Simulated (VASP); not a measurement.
# InGa2P3 (P-3m1) in VASP: further runs

The runs below take InGa2P3 through single point, with PBE.

All numbers are computed with VASP 6.6.1; they aren't measurements. Logs are shortened: lines on timing, memory, paths and dates and some standing lists are left out, and cuts for length are marked.

### Step 1. The cell of the first run

It takes space group P-3m1 (No. 164, trigonal). Conventional cell: a = 3.711 Å, b = 3.711 Å, c = 9.278 Å, α = 90.00°, β = 90.00°, γ = 120.00°. In (site symmetry -3m) has 6 P at 2.76 Å within 3.6 Å. Ga (site symmetry 3m) has 6 P at 2.57 to 2.61 Å within 3.4 Å. Within 3.4 Å of P (site symmetry 3m) lie 3 Ga at 2.57 Å and 3 In at 2.76 Å. Within 3.4 Å of P (site symmetry -3m) lie 6 Ga at 2.61 Å.

### Step 2. Single point, PBE

File INCAR:

```
  PREC = Accurate
  ENCUT = 520
  EDIFF = 1E-7
  ISMEAR = 0
  SIGMA = 0.1
  LREAL = False
  LASPH = True
  NELM = 80
  ALGO = Normal
  ISIF = 2
  LWAVE = False
  LCHARG = False
  GGA = PE
  NBANDS = 36
```

File KPOINTS:

```
regular mesh
0
Gamma
  6 6 2
```

File POSCAR:

```
InGa2P3
1.0
    3.7113607522      0.0000000028      0.0000000000
   -1.8556803785      3.2141326927      0.0000000000
    0.0000000000      0.0000000000      9.2777904812
In Ga P
1 2 3
Direct
    0.0000000000      0.0000000000      0.5000000000
    0.6666666667      0.3333333333      0.8391567814
    0.3333333333      0.6666666667      0.1608432186
    0.3333333333      0.6666666667      0.6867295981
    0.6666666667      0.3333333333      0.3132704019
    0.0000000000      0.0000000000      0.0000000000
```

Potentials or basis: VASP PAW PBE potentials, release 64 (In_d, Ga_d, P).

The run is started by

```sh
cat potpaw_PBE.64/In_d/POTCAR potpaw_PBE.64/Ga_d/POTCAR potpaw_PBE.64/P/POTCAR > POTCAR
mpirun -np 1 vasp_std > vasp.out
```

OUTCAR:

```text
PREC = Accurate
   ENCUT = 520
   EDIFF = 1E-7
   ISMEAR = 0
   LREAL = False
   LASPH = True
   NELM = 80
   ISIF = 2
   GGA = PE

 ion  position               nearest neighbor table
   1  0.000  0.000  0.500-   4 2.76   5 2.76   5 2.76   4 2.76   5 2.76   4 2.76
   2  0.667  0.333  0.839-   4 2.57   4 2.57   4 2.57   6 2.61   6 2.61   6 2.61
   3  0.333  0.667  0.161-   5 2.57   5 2.57   5 2.57   6 2.61   6 2.61   6 2.61
   4  0.333  0.667  0.687-   2 2.57   2 2.57   2 2.57   1 2.76   1 2.76   1 2.76
   5  0.667  0.333  0.313-   3 2.57   3 2.57   3 2.57   1 2.76   1 2.76   1 2.76
   6  0.000  0.000  0.000-   2 2.61   3 2.61   2 2.61   3 2.61   2 2.61   3 2.61

  LATTYP: Found a hexagonal cell.
 ALAT       =     3.7113607522
 C/A-ratio  =     2.4998352628

  Lattice vectors:

 A1 = (   3.7113607522,   0.0000000028,   0.0000000000)
 A2 = (  -1.8556803785,   3.2141326927,   0.0000000000)
 A3 = (   0.0000000000,   0.0000000000,   9.2777904812)

Analysis of symmetry for initial positions (statically):
=====================================================================
 Subroutine PRICEL returns:
 Original cell was already a primitive cell.

 Routine SETGRP: Setting up the symmetry group for a
 hexagonal supercell.

 Subroutine GETGRP returns: Found 12 space group operations
 (whereof 12 operations were pure point group operations)
 out of a pool of 24 trial point group operations.

The static configuration has the point symmetry D_3d.

Analysis of symmetry for dynamics (positions and initial velocities):
=====================================================================
 Subroutine PRICEL returns:
 Original cell was already a primitive cell.

 Routine SETGRP: Setting up the symmetry group for a
 hexagonal supercell.

 Subroutine GETGRP returns: Found 12 space group operations
 (whereof 12 operations were pure point group operations)
 out of a pool of 24 trial point group operations.

The dynamic configuration has the point symmetry D_3d.

 Subroutine INISYM returns: Found 12 space group operations
 (whereof 12 operations are pure point group operations),
 and found     1 'primitive' translations

----------------------------------------------------------------------------------------
[... 89 lines left out ...]
   NELM   =     80;   NELMIN=  2; NELMDL= -5     # of ELM steps
   EDIFF  = 0.1E-06   stopping-criterion for ELM
   LREAL  =      F    real-space projection
   EDIFFG = 0.1E-05   stopping-criterion for IOM
   NSW    =      0    number of steps for IOM
   IBRION =     -1    ionic relax: 0-MD 1-quasi-New 2-CG
   NFREE  =      0    steps in history (QN), initial steepest desc. (CG)
   ISIF   =      2    stress and relaxation
   ISYM   =      2    0-nonsym 1-usesym 2-fastsym
   POTIM  = 0.5000    time-step for ionic-motion
   TEBEG  =    0.0;   TEEND  =   0.0 temperature during run
   PSTRESS=    0.0 pullay stress
   NELECT =      54.0000    total number of electrons
   NUPDOWN=      -1.0000    fix difference up-down
   EMIN   =  10.00;   EMAX   =-10.00  energy-range for DOS
   EFERMI =   0.00;   METHOD = LEGACY
   ISMEAR =     0;   SIGMA  =   0.10  broadening in eV -4-tet -1-fermi 0-gaus
   EFERMI_NEDOS =   21; number of points for ismear=-14 and -15
   IALGO  =     38    algorithm
   IMIX   =      4    mixing-type and parameters
     AMIX     =   0.40;   BMIX     =  1.00
     AMIX_MAG =   1.60;   BMIX_MAG =  1.00
  volume/ion in A,a.u.               =      18.45       124.48
  Fermi-wavevector in a.u.,A,eV,Ry     =   1.288820  2.435516 22.600050  1.661057
  Thomas-Fermi vector in A             =   2.420750
   LORBIT       =      0    0 simple, 1 ext, 2 COOP (PROOUT), +10 PAW based schemes
   GGA     = PE    functional components
   LHFCALC =     F    Hartree Fock is set to
   AEXX    =    0.0000 exact exchange contribution
   IVDW    =     0    specifies the selected vdW correction
   LEPSILON=     F    determine dielectric tensor
   LRPA    =     F    only Hartree local field effects (RPA)
 non-spin polarized calculation
 Gauss-broadening in eV      SIGMA  =   0.10
  energy-cutoff  :      520.00
  volume of cell :      110.67
 maximum number of plane-waves:      2998
 NGX is ok and might be reduce to    28
   NGX = 13   NGY = 13   NGZ = 35

 number of electron      54.0000002 magnetization

 Free energy of the ion-electron system (eV)
  ---------------------------------------------------
  ext. energy  EPLUGINS =         0.00000000
  ---------------------------------------------------
  free energy    TOTEN  =       -24.56976881 eV

  energy without entropy =      -24.56374625  energy(sigma->0) =      -24.56675753

 E-fermi :   6.7753     XC(G=0): -10.7761

 val. band max:        6.7270536388   @ k =   0.0000   0.0000   0.0000
 cond. band min:       6.7849570092   @ k =   0.0000   0.0000   0.0000
 fundamental gap:      0.0579033704
 Fermi energy:         6.7752966736

 k-point     1 :       0.0000    0.0000    0.0000
  band No.  band energies     occupation
      1      -7.9027      2.00000
      2      -7.9027      2.00000
      3      -7.8867      2.00000
      4      -7.8867      2.00000
      5      -7.8644      2.00000
      6      -7.8576      2.00000
[... 535 lines left out ...]
     35      13.9361      0.00000
     36      14.2956      0.00000

------------------------ aborting loop because EDIFF is reached ----------------------------------------

  FORCE on cell =-STRESS in cart. coord.  units (eV):
  Direction    XX          YY          ZZ          XY          YZ          ZX
  --------------------------------------------------------------------------------------
  -------------------------------------------------------------------------------------
  Total        0.0550655      0.0550655      0.0230870      0.0000000      0.0000000      0.0000000
  in kB        0.7971652      0.7971652      0.3342228      0.0000000      0.0000000      0.0000000
  external PRESSURE =       0.6428511 kB  Pullay stress =       0.0000000 kB

 VOLUME and BASIS-vectors are now :
 -----------------------------------------------------------------------------
  energy-cutoff  :      520.00
  volume of cell :      110.67
      direct lattice vectors                 reciprocal lattice vectors
     3.711360752  0.000000003  0.000000000     0.269442953  0.155562962  0.000000000
    -1.855680379  3.214132693  0.000000000    -0.000000000  0.311125923  0.000000000
     0.000000000  0.000000000  9.277790481     0.000000000  0.000000000  0.107784284

 POSITION                                       TOTAL-FORCE (eV/Angst)
 -----------------------------------------------------------------------------------
      0.00000      0.00000      4.63890        -0.000000     -0.000000      0.000000
      1.85568      1.07138      7.78552        -0.000000     -0.000000      0.001610
     -0.00000      2.14276      1.49227         0.000000      0.000000     -0.001610
     -0.00000      2.14276      6.37133        -0.000000     -0.000000     -0.008584
      1.85568      1.07138      2.90646        -0.000000      0.000000      0.008584
      0.00000      0.00000      0.00000        -0.000000     -0.000000      0.000000
 -----------------------------------------------------------------------------------
    total drift:                                0.000000      0.000000      0.000000

  FREE ENERGIE OF THE ION-ELECTRON SYSTEM (eV)
  ---------------------------------------------------
  free  energy   TOTEN  =       -24.5697688148 eV

  energy  without entropy=      -24.5637462506  energy(sigma->0) =      -24.56675753
```

OSZICAR:

```text
N       E                     dE             d eps       ncg     rms          rms(c)
DAV:   1     0.447279527841E+03    0.44728E+03   -0.24915E+04  1052   0.218E+03
DAV:   2     0.388753332508E+02   -0.40840E+03   -0.39389E+03  1024   0.528E+02
DAV:   3    -0.220801220231E+02   -0.60955E+02   -0.59641E+02  1204   0.168E+02
DAV:   4    -0.250595392284E+02   -0.29794E+01   -0.29550E+01  1288   0.359E+01
DAV:   5    -0.251585697405E+02   -0.99031E-01   -0.98881E-01  1460   0.683E+00    0.718E+00
DAV:   6    -0.245916784528E+02    0.56689E+00   -0.13353E+00  1368   0.140E+01    0.433E+00
DAV:   7    -0.245758200910E+02    0.15858E-01   -0.48906E-01  1368   0.376E+00    0.143E+00
DAV:   8    -0.245701163453E+02    0.57037E-02   -0.64804E-02  1252   0.209E+00    0.874E-01
DAV:   9    -0.245695702635E+02    0.54608E-03   -0.17030E-02  1380   0.118E+00    0.361E-01
DAV:  10    -0.245697180656E+02   -0.14780E-03   -0.26991E-03  1348   0.531E-01    0.130E-01
DAV:  11    -0.245697440647E+02   -0.25999E-04   -0.29699E-04  1428   0.121E-01    0.998E-02
DAV:  12    -0.245697679141E+02   -0.23849E-04   -0.10943E-04  1152   0.988E-02    0.648E-02
DAV:  13    -0.245697684933E+02   -0.57918E-06   -0.15883E-05  1288   0.295E-02    0.191E-02
DAV:  14    -0.245697697732E+02   -0.12799E-05   -0.34057E-06  1364   0.936E-03    0.374E-02
DAV:  15    -0.245697688424E+02    0.93078E-06   -0.60954E-06  1004   0.107E-02    0.668E-03
DAV:  16    -0.245697688148E+02    0.27582E-07   -0.62151E-07  1108   0.417E-03
   1 F= -.24569769E+02 E0= -.24566758E+02  d E =-.602256E-02
```

stdout:

```text
POSCAR found type information on POSCAR InGaP
 POSCAR found :  3 types and       6 ions
 scaLAPACK will be used
 LDA part: xc-table for (Slater+PW92), standard interpolation
 POSCAR, INCAR and KPOINTS ok, starting setup
 FFT: planning ... GRIDC
 FFT: planning ... GRID_SOFT
 FFT: planning ... GRID
 WAVECAR not read
 entering main loop
```

Wall time 50 s (1 thread of Intel Xeon Platinum 8488C (Sapphire Rapids), shared host); peak memory 0.24 GiB.

Results:

```
Free energy            : -24.5698 eV
Pressure               : 0.1 GPa
Largest force          : 0.009 eV/Å
Band gap on the k mesh : zero (band 27 reaches 7.14 eV, above the bottom of band 28 at 6.05 eV)
```

Forces on the atoms (eV/Å):
```
In   0.000  0.000  0.000
Ga   0.000  0.000  0.002
Ga   0.000  0.000 -0.002
P    0.000  0.000 -0.009
P    0.000  0.000  0.009
P    0.000  0.000  0.000
```

Levels at points of the mesh, in eV from the Fermi level:
```
           k point  band 24  band 25  band 26  band 27  band 28  band 29  band 30  band 31
(0.00, 0.00, 0.00)    -0.05    -0.05     0.01     0.01     0.93     3.03     3.15     3.77
(0.50, 0.00, 0.00)    -2.60    -2.04    -1.80    -1.17    -0.72     1.12     1.36     3.50
(0.00, 0.00, 0.50)    -0.13    -0.13     0.13     0.13     2.58     2.86     2.95     3.22
(0.50, 0.00, 0.50)    -2.34    -1.96    -0.90    -0.57     0.08     0.10     2.60     3.06
```

Caveat: spin-orbit coupling is left out, which moves the levels of the heavy elements.

### Step 3. Single point, PBE

This run uses another cell than the first one, of 20.45 Å³/atom, 1.109 times its volume.

File INCAR:

```
SYSTEM = InGa2P3
PREC     = Accurate       ! precision mode
ENCUT    = 520            ! plane-wave cutoff, eV
EDIFF    = 1E-7           ! SCF threshold, eV
ISMEAR   = 0              ! smearing method
SIGMA    = 0.1            ! smearing width, eV
LREAL    = .False.        ! projectors in reciprocal space
LASPH    = .True.         ! aspherical terms in the spheres
NELM     = 100            ! most SCF steps
ALGO     = Normal         ! electronic algorithm
ISIF     = 2              ! what is computed and relaxed
LWAVE    = .False.        ! write WAVECAR
LCHARG   = .False.        ! write CHGCAR
GGA      = PE             ! functional
NBANDS   = 36             ! bands
```

File KPOINTS:

```
Automatic mesh
0
Gamma
  6 6 2
  0 0 0
```

File POSCAR:

```
InGa2P3
1.0
    3.8674074100      0.0000000000      0.0000000000
   -1.9337037100      3.3492730700      0.0000000000
    0.0000000000      0.0000000000      9.4731747900
In Ga P
1 2 3
Direct
    0.0000000000      0.0000000000      0.5000000000
    0.6666666700      0.3333333300      0.8333333300
    0.3333333300      0.6666666700      0.1666666700
    0.3333333300      0.6666666700      0.6666666700
    0.6666666700      0.3333333300      0.3333333300
    0.0000000000      0.0000000000      0.0000000000
```

Potentials or basis: VASP PAW PBE potentials, release 64 (In_d, Ga_d, P).

The run is started by

```sh
cat potpaw_PBE.64/In_d/POTCAR potpaw_PBE.64/Ga_d/POTCAR potpaw_PBE.64/P/POTCAR > POTCAR
mpirun -np 1 vasp_std > vasp.out
```

It took 68 s on 1 thread of Intel Xeon Platinum 8488C (Sapphire Rapids), shared host; peak memory 0.26 GiB.

Results (log left out):

```
Free energy            : -24.1515 eV
Pressure               : -5.9 GPa
Largest force          : 0.741 eV/Å
Band gap on the k mesh : zero (band 27 reaches 5.94 eV, above the bottom of band 28 at 4.78 eV)
```

Forces on the atoms (eV/Å):
```
In   0.000  0.000  0.000
Ga   0.000  0.000  0.145
Ga   0.000  0.000 -0.145
P    0.000  0.000  0.741
P    0.000  0.000 -0.741
P    0.000  0.000  0.000
```

Stress tensor (GPa, compression positive):
```
-6.31  0.00  0.00
 0.00 -6.31  0.00
 0.00  0.00 -5.05
```

Levels at points of the mesh, in eV from the Fermi level:
```csv
k point,band 23,band 24,band 25,band 26,band 27,band 28,band 29,band 30,band 31,band 32
"(0.00, 0.00, 0.00)",-0.14,0.00,0.00,0.00,0.00,0.08,2.59,2.83,3.79,3.79
"(0.50, 0.00, 0.00)",-2.28,-2.27,-1.67,-1.57,-0.85,-0.80,1.01,1.37,3.82,4.50
"(0.00, 0.00, 0.50)",-0.22,-0.06,-0.06,0.09,0.09,1.88,2.19,2.69,3.16,3.16
"(0.50, 0.00, 0.50)",-3.42,-1.98,-1.80,-0.88,-0.57,0.09,0.11,2.68,3.16,3.17
```

Caveat: spin-orbit coupling is left out, which moves the levels of the heavy elements.
